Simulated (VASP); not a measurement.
# SnO2 (Cm) in VASP: single point with PBE

Aim: the single point of SnO2 with PBE.

Everything below comes from runs of VASP 6.6.1. Logs are shortened: lines on timing, memory, paths and dates and some standing lists are left out, and cuts for length are marked.

## (1) The cell of the first run

It takes space group Cm (No. 8, monoclinic). The conventional cell has a = 11.077 Å, b = 6.395 Å, c = 6.395 Å, α = 90.00°, β = 125.26°, γ = 90.00°. Within 2.6 Å of Sn (site symmetry m) lie 6 O at 1.95 to 2.30 Å. Sn (site symmetry 1) has 6 O at 2.13 Å within 2.8 Å. Within 2.8 Å of Sn (site symmetry m) lie 6 O at 2.13 Å. Within 2.8 Å of O (site symmetry 1) lie 3 Sn at 2.13 to 2.15 Å and 3 O at 2.79 Å. Within 2.8 Å of O (site symmetry m) lie 3 Sn at 2.13 to 2.30 Å and 3 O at 2.79 Å. Within 2.8 Å of O (site symmetry m) lie 3 Sn at 2.13 Å and 3 O at 2.79 Å. O (site symmetry 1) has 3 Sn at 2.12 to 2.13 Å and 3 O at 2.79 Å within 2.8 Å. O (site symmetry m) has 3 Sn at 2.13 Å and 3 O at 2.79 Å within 2.8 Å.

## (2) Single point, PBE (atom 1 (Sn) moved by -0.178 Å along [1 0 0] and -0.000 Å along [0 0 1])

INCAR reads:

```
ALGO = Normal ; EDIFF = 1E-6
ENCUT = 520 ; GGA = PE
ISIF = 2 ; ISMEAR = 0
LASPH = T ; LCHARG = T
LELF = T ; LREAL = F
LVHAR = T ; LWAVE = F
NBANDS = 64 ; NELM = 80
PREC = Accurate ; SIGMA = 0.05
```

KPOINTS reads:

```
k-points
0
Gamma
  6 6 6
```

POSCAR reads:

```
SnO2
1.0
    0.0000000000      4.5220682583      4.5220682583
    4.5220682583      0.0000000000      4.5220682583
    4.5220682583      4.5220682583      0.0000000000
Sn O
4 8
Direct
    0.1446812598      0.1053187402      0.6053187402
    0.6250000000      0.1250000000      0.1250000000
    0.1250000000      0.6250000000      0.1250000000
    0.1250000000      0.1250000000      0.1250000000
    0.8910551956      0.8910551956      0.8910551956
    0.8910551956      0.3268344131      0.8910551956
    0.8910551956      0.8910551956      0.3268344131
    0.3268344131      0.8910551956      0.8910551956
    0.9231655869      0.3589448044      0.3589448044
    0.3589448044      0.3589448044      0.9231655869
    0.3589448044      0.9231655869      0.3589448044
    0.3589448044      0.3589448044      0.3589448044
```

Potentials or basis: VASP PAW PBE potentials, release 64 (Sn_d, O).

The run is started by

```bash
$ cat potpaw_PBE.64/Sn_d/POTCAR potpaw_PBE.64/O/POTCAR > POTCAR
$ mpirun -np 1 vasp_std > vasp.out
```

OUTCAR:

```text
EDIFF = 1E-6
   ENCUT = 520
   GGA = PE
   ISIF = 2
   ISMEAR = 0
   LASPH = T
   LREAL = F
   NELM = 80
   PREC = Accurate

 ion  position               nearest neighbor table
   1  0.145  0.105  0.605-  11 1.95   9 2.12  12 2.12   8 2.15   5 2.15   6 2.30   2 3.07   4 3.07
                             3 3.20   3 3.20   4 3.33   2 3.33
   2  0.625  0.125  0.125-   6 2.13   7 2.13  10 2.13  11 2.13   5 2.13  12 2.13   1 3.07   4 3.20
                             3 3.20   3 3.20   4 3.20   1 3.33
   3  0.125  0.625  0.125-   7 2.13   8 2.13   9 2.13  10 2.13   5 2.13  12 2.13   4 3.20   2 3.20
                             4 3.20   2 3.20   1 3.20   1 3.20
   4  0.125  0.125  0.125-   6 2.13   7 2.13   8 2.13   9 2.13  10 2.13  11 2.13   1 3.07   2 3.20
                             3 3.20   3 3.20   2 3.20   1 3.33
   5  0.891  0.891  0.891-   2 2.13   3 2.13   1 2.15
   6  0.891  0.327  0.891-   2 2.13   4 2.13   1 2.30
   7  0.891  0.891  0.327-   2 2.13   3 2.13   4 2.13
   8  0.327  0.891  0.891-   3 2.13   4 2.13   1 2.15
   9  0.923  0.359  0.359-   1 2.12   3 2.13   4 2.13
  10  0.359  0.359  0.923-   2 2.13   3 2.13   4 2.13
  11  0.359  0.923  0.359-   1 1.95   2 2.13   4 2.13
  12  0.359  0.359  0.359-   1 2.12   2 2.13   3 2.13

  LATTYP: Found a face centered cubic cell.
 ALAT       =     9.0441365166

  Lattice vectors:

 A1 = (   0.0000000000,   4.5220682583,   4.5220682583)
 A2 = (   4.5220682583,   0.0000000000,   4.5220682583)
 A3 = (   4.5220682583,   4.5220682583,   0.0000000000)

Analysis of symmetry for initial positions (statically):
=====================================================================
 Subroutine PRICEL returns:
 Original cell was already a primitive cell.

 Routine SETGRP: Setting up the symmetry group for a
 face centered cubic supercell.

 Subroutine GETGRP returns: Found  2 space group operations
 (whereof  2 operations were pure point group operations)
 out of a pool of 48 trial point group operations.

The static configuration has the point symmetry C_1h.

Analysis of symmetry for dynamics (positions and initial velocities):
=====================================================================
 Subroutine PRICEL returns:
 Original cell was already a primitive cell.

 Routine SETGRP: Setting up the symmetry group for a
 face centered cubic supercell.

 Subroutine GETGRP returns: Found  2 space group operations
 (whereof  2 operations were pure point group operations)
 out of a pool of 48 trial point group operations.

The dynamic configuration has the point symmetry C_1h.

 Subroutine INISYM returns: Found  2 space group operations
 (whereof  2 operations are pure point group operations),
 and found     1 'primitive' translations

----------------------------------------------------------------------------------------

                                     Primitive cell

  volume of cell :     184.9445

  direct lattice vectors                    reciprocal lattice vectors
     0.000000000  4.522068258  4.522068258    -0.110568875  0.110568875  0.110568875
     4.522068258  0.000000000  4.522068258     0.110568875 -0.110568875  0.110568875
     4.522068258  4.522068258  0.000000000     0.110568875  0.110568875 -0.110568875

  length of vectors
     6.395170261  6.395170261  6.395170261     0.191510909  0.191510909  0.191510909

  position of ions in fractional coordinates (direct lattice)
     0.144681260  0.105318740  0.605318740
     0.625000000  0.125000000  0.125000000
     0.125000000  0.625000000  0.125000000
     0.125000000  0.125000000  0.125000000
     0.891055196  0.891055196  0.891055196
     0.891055196  0.326834413  0.891055196
     0.891055196  0.891055196  0.326834413
     0.326834413  0.891055196  0.891055196
     0.923165587  0.358944804  0.358944804
     0.358944804  0.358944804  0.923165587
     0.358944804  0.923165587  0.358944804
     0.358944804  0.358944804  0.358944804

  ion indices of the primitive-cell ions
   primitive index   ion index
                 1           1
                 2           2
                 3           3
                 4           4
                 5           5
                 6           6
                 7           7
                 8           8
                 9           9
                10          10
                11          11
                12          12

----------------------------------------------------------------------------------------

 KPOINTS: k-points

Automatic generation of k-mesh.
 Grid dimensions read from file:
 generate k-points for:    6    6    6

 Generating k-lattice:

  Cartesian coordinates                     Fractional coordinates (reciprocal lattice)
    -0.018428146  0.018428146  0.018428146     0.166666667  0.000000000  0.000000000
     0.018428146 -0.018428146  0.018428146     0.000000000  0.166666667  0.000000000
     0.018428146  0.018428146 -0.018428146     0.000000000  0.000000000  0.166666667

  Length of vectors
     0.031918485  0.031918485  0.031918485

  Shift w.r.t. Gamma in fractional coordinates (k-lattice)
     0.000000000  0.000000000  0.000000000

 Subroutine IBZKPT returns following result:
 ===========================================

 Found     68 irreducible k-points:

 Following reciprocal coordinates:
            Coordinates               Weight
  0.000000  0.000000  0.000000      1.000000
  0.166667  0.000000  0.000000      4.000000
  0.000000  0.166667  0.000000      2.000000
  0.000000  0.000000  0.166667      2.000000
  0.333333  0.000000  0.000000      4.000000
  0.000000  0.333333  0.000000      2.000000
[... 16 lines left out ...]
  0.166667  0.500000  0.000000      4.000000
  0.333333 -0.166667 -0.166667      4.000000
 [... further k-points ...]
   k-points           NKPTS =     68   k-points in BZ     NKDIM =     68   number of bands    NBANDS=     64
   number of dos      NEDOS =    301   number of ions     NIONS =     12
   total plane-waves  NPLWV = 110592
   dimension x,y,z NGX =    48 NGY =   48 NGZ =   48
   dimension x,y,z NGXF=    96 NGYF=   96 NGZF=   96
   ions per type =               4   8
   NGX,Y,Z   is equivalent  to a cutoff of  12.48, 12.48, 12.48 a.u.
   NGXF,Y,Z  is equivalent  to a cutoff of  24.96, 24.96, 24.96 a.u.
 SYSTEM =  unknown system
   PREC   = accura    normal or accurate (medium, high low for compatibility)
   ISTART =      0    job   : 0-new  1-cont  2-samecut
   ICHARG =      2    charge: 1-file 2-atom 10-const
   ISPIN  =      1    spin polarized calculation?
   LNONCOLLINEAR =      F non collinear calculations
   LSORBIT =      F    spin-orbit coupling
   LASPH  =      T    aspherical Exc in radial PAW
   ENCUT  =  520.0 eV  38.22 Ry    6.18 a.u.  11.89 11.89 11.89*2*pi/ulx,y,z
   NELM   =     80;   NELMIN=  2; NELMDL= -5     # of ELM steps
   EDIFF  = 0.1E-05   stopping-criterion for ELM
   LREAL  =      F    real-space projection
[... 7 lines left out ...]
   TEBEG  =    0.0;   TEEND  =   0.0 temperature during run
   PSTRESS=    0.0 pullay stress
   NELECT =     104.0000    total number of electrons
   NUPDOWN=      -1.0000    fix difference up-down
   EMIN   =  10.00;   EMAX   =-10.00  energy-range for DOS
   EFERMI =   0.00;   METHOD = LEGACY
   ISMEAR =     0;   SIGMA  =   0.05  broadening in eV -4-tet -1-fermi 0-gaus
   EFERMI_NEDOS =   21; number of points for ismear=-14 and -15
   IALGO  =     38    algorithm
   IMIX   =      4    mixing-type and parameters
     AMIX     =   0.40;   BMIX     =  1.00
     AMIX_MAG =   1.60;   BMIX_MAG =  1.00
  volume/ion in A,a.u.               =      15.41       104.01
  Fermi-wavevector in a.u.,A,eV,Ry     =   1.351260  2.553511 24.842916  1.825903
  Thomas-Fermi vector in A             =   2.478696
   LORBIT       =      0    0 simple, 1 ext, 2 COOP (PROOUT), +10 PAW based schemes
   GGA     = PE    functional components
   LHFCALC =     F    Hartree Fock is set to
   AEXX    =    0.0000 exact exchange contribution
   IVDW    =     0    specifies the selected vdW correction
   LEPSILON=     F    determine dielectric tensor
   LRPA    =     F    only Hartree local field effects (RPA)
 non-spin polarized calculation
 Gauss-broadening in eV      SIGMA  =   0.05
  energy-cutoff  :      520.00
  volume of cell :      184.94
 maximum number of plane-waves:      5004
   NGX = 23   NGY = 23   NGZ = 23

 number of electron     103.9999986 magnetization

 Free energy of the ion-electron system (eV)
  ---------------------------------------------------
  ext. energy  EPLUGINS =         0.00000000
  ---------------------------------------------------
  free energy    TOTEN  =       -71.98232600 eV

  energy without entropy =      -71.98232600  energy(sigma->0) =      -71.98232600

 E-fermi :   3.0893     XC(G=0):  -9.5580

 val. band max:        2.8222608293   @ k =   0.0000   0.0000   0.0000
 cond. band min:       4.3485844553   @ k =   0.0000   0.0000   0.0000
 fundamental gap:      1.5263236260
 Fermi energy:         3.0893051862

 k-point     1 :       0.0000    0.0000    0.0000
  band No.  band energies     occupation
      1     -18.2368      2.00000
      2     -18.0639      2.00000
      3     -18.0611      2.00000
      4     -17.5616      2.00000
      5     -17.3684      2.00000
      6     -17.3643      2.00000
[... 56 lines left out ...]
     63      13.3860      0.00000
     64      13.8215      0.00000

 k-point     2 :       0.1667    0.0000    0.0000
  band No.  band energies     occupation
      1     -18.2088      2.00000
      2     -18.0508      2.00000
      3     -18.0210      2.00000
      4     -17.5416      2.00000
      5     -17.3884      2.00000
      6     -17.3623      2.00000
[... 1463 lines left out ...]
     63      12.3626      0.00000
     64      12.8173      0.00000

 k-point    24 :       0.3333   -0.1667   -0.1667
  band No.  band energies     occupation
      1     -18.1096      2.00000
      2     -17.9658      2.00000
      3     -17.7994      2.00000
      4     -17.5914      2.00000
      5     -17.5408      2.00000
      6     -17.4032      2.00000
[... 56 lines left out ...]
     63      12.4157      0.00000
     64      12.7493      0.00000

 [... further k-points ...]

------------------------ aborting loop because EDIFF is reached ----------------------------------------

  FORCE on cell =-STRESS in cart. coord.  units (eV):
  Direction    XX          YY          ZZ          XY          YZ          ZX
  --------------------------------------------------------------------------------------
  -------------------------------------------------------------------------------------
  Total        3.2795149      0.6092933      0.6092933      0.3484063      0.0718401     -0.3484062
  in kB       28.4104982      5.2783189      5.2783189      3.0182506      0.6223520     -3.0182493
  external PRESSURE =      12.9890453 kB  Pullay stress =       0.0000000 kB

 VOLUME and BASIS-vectors are now :
 -----------------------------------------------------------------------------
  energy-cutoff  :      520.00
  volume of cell :      184.94
      direct lattice vectors                 reciprocal lattice vectors
     0.000000000  4.522068258  4.522068258    -0.110568875  0.110568875  0.110568875
     4.522068258  0.000000000  4.522068258     0.110568875 -0.110568875  0.110568875
     4.522068258  4.522068258  0.000000000     0.110568875  0.110568875 -0.110568875

 POSITION                                       TOTAL-FORCE (eV/Angst)
 -----------------------------------------------------------------------------------
      3.21355      3.39155      1.13052         4.265364      0.839019     -0.839019
      1.13052      3.39155      3.39155        -0.491764      0.002141      1.567129
      3.39155      1.13052      3.39155         0.155197     -0.003774      0.003774
      1.13052      1.13052      1.13052        -0.491764     -1.567129     -0.002141
      8.05882      8.05882      8.05882        -0.262959      0.021133     -0.052933
      5.50738      8.05882      5.50738        -0.448206      0.133720     -0.133720
      5.50738      5.50738      8.05882         0.015844      0.167575     -0.167575
      8.05882      5.50738      5.50738        -0.262959      0.052933     -0.021133
      3.24635      5.79779      5.79779        -0.197218      0.082362     -0.095215
      5.79779      5.79779      3.24635        -0.072508      0.094897     -0.094897
      5.79779      3.24635      5.79779        -2.011808      0.081910     -0.081910
      3.24635      3.24635      3.24635        -0.197218      0.095215     -0.082362
 -----------------------------------------------------------------------------------
    total drift:                                0.001163     -0.000745      0.000744

  FREE ENERGIE OF THE ION-ELECTRON SYSTEM (eV)
  ---------------------------------------------------
  free  energy   TOTEN  =       -71.9823259969 eV

  energy  without entropy=      -71.9823259969  energy(sigma->0) =      -71.98232600
```

It took 28 min on 1 thread of Oxide Virtual Turin-like, shared host; peak memory 0.66 GiB.

Results:

* Free energy: -71.9823 eV
* Pressure: 1.3 GPa
* Largest force: 4.427 eV/Å
* Band gap on the k mesh: 1.53 eV

Forces on the atoms (eV/Å):
```
Sn   4.265  0.839 -0.839
Sn  -0.492  0.002  1.567
Sn   0.155 -0.004  0.004
Sn  -0.492 -1.567 -0.002
O   -0.263  0.021 -0.053
O   -0.448  0.134 -0.134
O    0.016  0.168 -0.168
O   -0.263  0.053 -0.021
O   -0.197  0.082 -0.095
O   -0.073  0.095 -0.095
O   -2.012  0.082 -0.082
O   -0.197  0.095 -0.082
```

Stress tensor (GPa, compression positive):
```
 2.84  0.30 -0.30
 0.30  0.53  0.06
-0.30  0.06  0.53
```

Caveat: the cell differs from its parent crystal (atom 1 (Sn) moved by -0.178 Å along [1 0 0] and -0.000 Å along [0 0 1]); spin-orbit coupling is left out, which moves the levels of the heavy elements; forces of over 1 eV/Å act on the atoms, so gaps and moduli don't describe the material at rest.
